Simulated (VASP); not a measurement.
# Ge (Pm-3m) in VASP: notebook

The runs below take Ge through single point, relaxation of cell and atoms, with PBEsol+D3(BJ), PBEsol.

All numbers are computed with VASP 6.6.1; they aren't measurements. Logs are shortened: lines on timing, memory, paths and dates and some standing lists are left out, and cuts for length are marked.

### Step 1. The cell of the first run

The structure is cubic, space group Pm-3m (No. 221). Conventional cell: a = 2.555 Å, b = 2.555 Å, c = 2.555 Å, α = 90.00°, β = 90.00°, γ = 90.00°. Within 3.4 Å of Ge (site symmetry m-3m) lie 6 Ge at 2.55 Å.

### Step 2. Single point, PBEsol+D3(BJ)

File INCAR:

```
SYSTEM = Ge
PREC = Accurate
ENCUT = 520
EDIFF = 1E-7
ISMEAR = -1
SIGMA = 0.1
LREAL = .False.
LASPH = .True.
NELM = 80
ALGO = Normal
ISIF = 2
LWAVE = .False.
LCHARG = .True.
GGA = PS
IVDW = 12
LELF = .True.
LVHAR = .True.
NBANDS = 13
```

File KPOINTS:

```
regular mesh
0
Gamma
  15 15 15
  0 0 0
```

File POSCAR:

```
Ge
1.0
    2.5547908195      0.0000000000      0.0000000000
    0.0000000000      2.5547908195      0.0000000000
    0.0000000000      0.0000000000      2.5547908195
Ge
1
Direct
    0.0000000000      0.0000000000      0.0000000000
```

Potentials or basis: VASP PAW PBE potentials, release 64 (Ge_d).

Command:

```
$ cat potpaw_PBE.64/Ge_d/POTCAR > POTCAR
$ mpirun -np 1 vasp_std > vasp.out
```

OUTCAR:

```text
SYSTEM = Ge
   PREC = Accurate
   ENCUT = 520
   EDIFF = 1E-7
   ISMEAR = -1
   LREAL = .False.
   LASPH = .True.
   NELM = 80
   ISIF = 2
   GGA = PS
   IVDW = 12
 IVDW          = 12

 ion  position               nearest neighbor table
   1  0.000  0.000  0.000-

  LATTYP: Found a simple cubic cell.
 ALAT       =     2.5547908195

  Lattice vectors:

 A1 = (   2.5547908195,   0.0000000000,   0.0000000000)
 A2 = (   0.0000000000,   2.5547908195,   0.0000000000)
 A3 = (   0.0000000000,   0.0000000000,   2.5547908195)

Analysis of symmetry for initial positions (statically):
=====================================================================
 Subroutine PRICEL returns:
 Original cell was already a primitive cell.

 Routine SETGRP: Setting up the symmetry group for a
 simple cubic supercell.

 Subroutine GETGRP returns: Found 48 space group operations
 (whereof 48 operations were pure point group operations)
 out of a pool of 48 trial point group operations.

The static configuration has the point symmetry O_h .

Analysis of symmetry for dynamics (positions and initial velocities):
=====================================================================
 Subroutine PRICEL returns:
 Original cell was already a primitive cell.

 Routine SETGRP: Setting up the symmetry group for a
 simple cubic supercell.

 Subroutine GETGRP returns: Found 48 space group operations
 (whereof 48 operations were pure point group operations)
 out of a pool of 48 trial point group operations.

The dynamic configuration has the point symmetry O_h .

 Subroutine INISYM returns: Found 48 space group operations
 (whereof 48 operations are pure point group operations),
 and found     1 'primitive' translations

----------------------------------------------------------------------------------------

                                     Primitive cell

  volume of cell :      16.6750

  direct lattice vectors                    reciprocal lattice vectors
     2.554790819  0.000000000  0.000000000     0.391421479  0.000000000  0.000000000
     0.000000000  2.554790819  0.000000000     0.000000000  0.391421479  0.000000000
     0.000000000  0.000000000  2.554790819     0.000000000  0.000000000  0.391421479

  length of vectors
     2.554790819  2.554790819  2.554790819     0.391421479  0.391421479  0.391421479

  position of ions in fractional coordinates (direct lattice)
     0.000000000  0.000000000  0.000000000

  ion indices of the primitive-cell ions
   primitive index   ion index
                 1           1

----------------------------------------------------------------------------------------

 KPOINTS: regular mesh

Automatic generation of k-mesh.
 Grid dimensions read from file:
 generate k-points for:   15   15   15

 Generating k-lattice:

  Cartesian coordinates                     Fractional coordinates (reciprocal lattice)
     0.026094765  0.000000000  0.000000000     0.066666667  0.000000000  0.000000000
     0.000000000  0.026094765  0.000000000     0.000000000  0.066666667  0.000000000
     0.000000000  0.000000000  0.026094765     0.000000000  0.000000000  0.066666667

  Length of vectors
     0.026094765  0.026094765  0.026094765

  Shift w.r.t. Gamma in fractional coordinates (k-lattice)
     0.000000000  0.000000000  0.000000000

 Subroutine IBZKPT returns following result:
 ===========================================

 Found    120 irreducible k-points:

 Following reciprocal coordinates:
            Coordinates               Weight
  0.000000  0.000000  0.000000      1.000000
  0.066667  0.000000  0.000000      6.000000
  0.133333  0.000000  0.000000      6.000000
  0.200000  0.000000  0.000000      6.000000
  0.266667  0.000000  0.000000      6.000000
  0.333333  0.000000  0.000000      6.000000
[... 16 lines left out ...]
  0.266667  0.200000  0.000000     24.000000
  0.333333  0.200000  0.000000     24.000000
 [... further k-points ...]
   k-points           NKPTS =    120   k-points in BZ     NKDIM =    120   number of bands    NBANDS=     13
   number of dos      NEDOS =    301   number of ions     NIONS =      1
   total plane-waves  NPLWV =   8000
   dimension x,y,z NGX =    20 NGY =   20 NGZ =   20
   dimension x,y,z NGXF=    40 NGYF=   40 NGZF=   40
   ions per type =               1
   NGX,Y,Z   is equivalent  to a cutoff of  13.01, 13.01, 13.01 a.u.
   NGXF,Y,Z  is equivalent  to a cutoff of  26.03, 26.03, 26.03 a.u.
 SYSTEM =  Ge
   PREC   = accura    normal or accurate (medium, high low for compatibility)
   ISTART =      0    job   : 0-new  1-cont  2-samecut
   ICHARG =      2    charge: 1-file 2-atom 10-const
   ISPIN  =      1    spin polarized calculation?
   LNONCOLLINEAR =      F non collinear calculations
   LSORBIT =      F    spin-orbit coupling
   LASPH  =      T    aspherical Exc in radial PAW
   ENCUT  =  520.0 eV  38.22 Ry    6.18 a.u.   4.75  4.75  4.75*2*pi/ulx,y,z
   NELM   =     80;   NELMIN=  2; NELMDL= -5     # of ELM steps
   EDIFF  = 0.1E-06   stopping-criterion for ELM
   LREAL  =      F    real-space projection
   EDIFFG = 0.1E-05   stopping-criterion for IOM
   NSW    =      0    number of steps for IOM
   IBRION =     -1    ionic relax: 0-MD 1-quasi-New 2-CG
   NFREE  =      0    steps in history (QN), initial steepest desc. (CG)
   ISIF   =      2    stress and relaxation
   ISYM   =      2    0-nonsym 1-usesym 2-fastsym
   POTIM  = 0.5000    time-step for ionic-motion
   TEBEG  =    0.0;   TEEND  =   0.0 temperature during run
   PSTRESS=    0.0 pullay stress
   NELECT =      14.0000    total number of electrons
   NUPDOWN=      -1.0000    fix difference up-down
   EMIN   =  10.00;   EMAX   =-10.00  energy-range for DOS
   EFERMI =   0.00;   METHOD = LEGACY
   ISMEAR =    -1;   SIGMA  =   0.10  broadening in eV -4-tet -1-fermi 0-gaus
   EFERMI_NEDOS =   21; number of points for ismear=-14 and -15
   IALGO  =     38    algorithm
   IMIX   =      4    mixing-type and parameters
     AMIX     =   0.40;   BMIX     =  1.00
     AMIX_MAG =   1.60;   BMIX_MAG =  1.00
  volume/ion in A,a.u.               =      16.68       112.53
  Fermi-wavevector in a.u.,A,eV,Ry     =   1.544408  2.918509 32.452581  2.385197
  Thomas-Fermi vector in A             =   2.649934
   LORBIT       =      0    0 simple, 1 ext, 2 COOP (PROOUT), +10 PAW based schemes
   GGA     = PS    functional components
   LHFCALC =     F    Hartree Fock is set to
   AEXX    =    0.0000 exact exchange contribution
   IVDW    =    12    specifies the selected vdW correction
   LEPSILON=     F    determine dielectric tensor
   LRPA    =     F    only Hartree local field effects (RPA)
 non-spin polarized calculation
  energy-cutoff  :      520.00
  volume of cell :       16.68
 maximum number of plane-waves:       466
 NGX is ok and might be reduce to    20
   NGX =  9   NGY =  9   NGZ =  9

 number of electron      13.9999992 magnetization

 Free energy of the ion-electron system (eV)
  ---------------------------------------------------
  ext. energy  EPLUGINS =         0.00000000
  ---------------------------------------------------
  free energy    TOTEN  =        -4.66578126 eV

  energy without entropy =       -4.65209365  energy(sigma->0) =       -4.65893746

 E-fermi :   7.7451     XC(G=0): -11.9724

 val. band max:        7.7193025130   @ k =   0.4000   0.4000   0.2667
 cond. band min:       7.7984672223   @ k =   0.4000   0.3333   0.0000
 fundamental gap:      0.0791647093
 Fermi energy:         7.7450815526

 k-point     1 :       0.0000    0.0000    0.0000
  band No.  band energies     occupation
      1     -17.0391      2.00000
      2     -17.0391      2.00000
      3     -16.6339      2.00000
      4     -16.6339      2.00000
      5     -16.6339      2.00000
      6      -6.5182      2.00000
      7      15.3349      0.00000
      8      15.3349      0.00000
      9      15.3349      0.00000
     10      18.5290      0.00000
     11      18.5290      0.00000
     12      22.0527      0.00000
     13      38.7351      0.00000

 k-point     2 :       0.0667    0.0000    0.0000
  band No.  band energies     occupation
      1     -17.0380      2.00000
      2     -17.0259      2.00000
      3     -16.6386      2.00000
      4     -16.6386      2.00000
      5     -16.6335      2.00000
      6      -6.4176      2.00000
      7      13.7610      0.00000
      8      15.4362      0.00000
      9      15.4362      0.00000
     10      18.6155      0.00000
     11      19.7623      0.00000
     12      22.6373      0.00000
     13      37.0436      0.00000

 k-point     3 :       0.1333    0.0000    0.0000
  band No.  band energies     occupation
      1     -17.0349      2.00000
      2     -16.9888      2.00000
      3     -16.6518      2.00000
      4     -16.6518      2.00000
      5     -16.6324      2.00000
      6      -6.1158      2.00000
      7      11.2868      0.00000
      8      15.7364      0.00000
      9      15.7364      0.00000
     10      18.8747      0.00000
     11      20.8519      0.00000
     12      24.7414      0.00000
     13      34.5020      0.00000

 k-point     4 :       0.2000    0.0000    0.0000
  band No.  band energies     occupation
      1     -17.0304      2.00000
      2     -16.9344      2.00000
      3     -16.6712      2.00000
      4     -16.6712      2.00000
      5     -16.6308      2.00000
      6      -5.6130      2.00000
      7       8.8282      0.00004
      8      16.2229      0.00000
      9      16.2229      0.00000
     10      19.3044      0.00000
     11      21.4789      0.00000
     12      27.6908      0.00000
     13      32.1041      0.00000

 k-point     5 :       0.2667    0.0000    0.0000
  band No.  band energies     occupation
      1     -17.0252      2.00000
      2     -16.8724      2.00000
      3     -16.6934      2.00000
      4     -16.6934      2.00000
      5     -16.6289      2.00000
      6      -4.9126      2.00000
      7       6.5159      1.99999
      8      16.8694      0.00000
      9      16.8694      0.00000
     10      19.8992      0.00000
     11      22.0967      0.00000
     12      29.9239      0.00000
     13      29.9239      0.00000
[... 257 lines left out ...]
 k-point    22 :       0.2000    0.2000    0.0000
  band No.  band energies     occupation
      1     -16.9767      2.00000
      2     -16.8712      2.00000
      3     -16.7158      2.00000
      4     -16.6689      2.00000
      5     -16.6660      2.00000
      6      -4.7107      2.00000
      7       9.1663      0.00000
      8      10.3076      0.00000
      9      17.1137      0.00000
     10      21.0675      0.00000
     11      24.2576      0.00000
     12      27.9397      0.00000
     13      29.5142      0.00000

 k-point    23 :       0.2667    0.2000    0.0000
  band No.  band energies     occupation
      1     -16.9631      2.00000
      2     -16.8151      2.00000
      3     -16.7423      2.00000
      4     -16.6894      2.00000
      5     -16.6652      2.00000
      6      -4.0132      2.00000
      7       7.3025      1.97635
      8      10.5222      0.00000
      9      17.7631      0.00000
     10      21.1565      0.00000
     11      22.7543      0.00000
     12      29.0864      0.00000
     13      30.7378      0.00000

 k-point    24 :       0.3333    0.2000    0.0000
  band No.  band energies     occupation
      1     -16.9545      2.00000
      2     -16.7677      2.00000
      3     -16.7572      2.00000
      4     -16.7102      2.00000
      5     -16.6631      2.00000
      6      -3.1323      2.00000
      7       5.2431      2.00000
      8      11.2712      0.00000
      9      18.5221      0.00000
     10      19.8548      0.00000
     11      22.9429      0.00000
     12      28.8338      0.00000
     13      28.8790      0.00000

 [... further k-points ...]

------------------------ aborting loop because EDIFF is reached ----------------------------------------

 Edisp (eV)   -0.37017

 E8    (eV) :    -0.2470

  FORCE on cell =-STRESS in cart. coord.  units (eV):
  Direction    XX          YY          ZZ          XY          YZ          ZX
  --------------------------------------------------------------------------------------
  -------------------------------------------------------------------------------------
  Total       1.01758     1.01758     1.01758     0.00000     0.00000     0.00000
  in kB      97.77207    97.77207    97.77207     0.00000     0.00000     0.00000
  external pressure =       97.77 kB  Pullay stress =        0.00 kB

 VOLUME and BASIS-vectors are now :
 -----------------------------------------------------------------------------
  energy-cutoff  :      520.00
  volume of cell :       16.68
      direct lattice vectors                 reciprocal lattice vectors
     2.554790819  0.000000000  0.000000000     0.391421479  0.000000000  0.000000000
     0.000000000  2.554790819  0.000000000     0.000000000  0.391421479  0.000000000
     0.000000000  0.000000000  2.554790819     0.000000000  0.000000000  0.391421479

 POSITION                                       TOTAL-FORCE (eV/Angst)
 -----------------------------------------------------------------------------------
      0.00000      0.00000      0.00000         0.000000      0.000000      0.000000
 -----------------------------------------------------------------------------------
    total drift:                               -0.000000     -0.000000     -0.000000

  FREE ENERGIE OF THE ION-ELECTRON SYSTEM (eV)
  ---------------------------------------------------
  free  energy   TOTEN  =        -5.0359528338 eV

  energy  without entropy=       -5.0222652209  energy(sigma->0) =       -5.02910903
```

It took 34 s on 1 thread of AMD EPYC 7R13, shared host; peak memory 0.12 GiB.

What came out:

```yaml
Free_energy: -5.0360 eV
Pressure: 9.8 GPa
Band_gap_on_the_k_mesh: zero (band 7 reaches 15.33 eV, above the bottom of band 8 at 5.08 eV)
Dispersion_energy_per_atom: -0.370 eV
```

Caveat: three body term missing; the PAW data sets were made with another functional, which shifts forces and pressure a little; pairwise dispersion overbinds metals, which lowers pressure and volume.

### Step 3. Single point, PBEsol

This run uses another cell than the first one, of 18.95 Å³/atom, 1.136 times its volume.

File INCAR:

```
  PREC = Accurate
  ENCUT = 520
  EDIFF = 1E-6
  ISMEAR = -1
  SIGMA = 0.1
  LREAL = F
  LASPH = T
  NELM = 60
  ALGO = Normal
  ISIF = 2
  LWAVE = F
  LCHARG = F
  GGA = PS
  NBANDS = 13
```

File KPOINTS:

```
Automatic mesh
0
Gamma
  15 15 15
```

File POSCAR:

```
Ge
1.0
    2.6660060021      0.0000000000      0.0000000000
    0.0000000000      2.6660060021      0.0000000000
    0.0000000000      0.0000000000      2.6660060021
Ge
1
Direct
    0.0000000000      0.0000000000      0.0000000000
```

Potentials or basis: VASP PAW PBE potentials, release 64 (Ge_d).

Command:

```
$ cat potpaw_PBE.64/Ge_d/POTCAR > POTCAR
$ mpirun -np 1 vasp_std > vasp.out
```

Run time: 34 s. Hardware: 1 thread of AMD EPYC 7R13, shared host; peak memory 0.11 GiB.

Results (log left out):

```yaml
Free_energy: -4.7512 eV
Pressure: -0.1 GPa
Band_gap_on_the_k_mesh: zero (band 7 reaches 13.14 eV, above the bottom of band 8 at 3.87 eV)
```

Levels at points of the mesh, in eV from the Fermi level:
```csv
k point,band 3,band 4,band 5,band 6,band 7,band 8,band 9,band 10,band 11,band 12
"(0.00, 0.00, 0.00)",-24.32,-24.32,-24.32,-13.11,6.88,6.88,6.88,10.27,10.27,12.89
```

Caveat: the PAW data sets were made with another functional, which shifts forces and pressure a little.

[end of part 1 of 2]
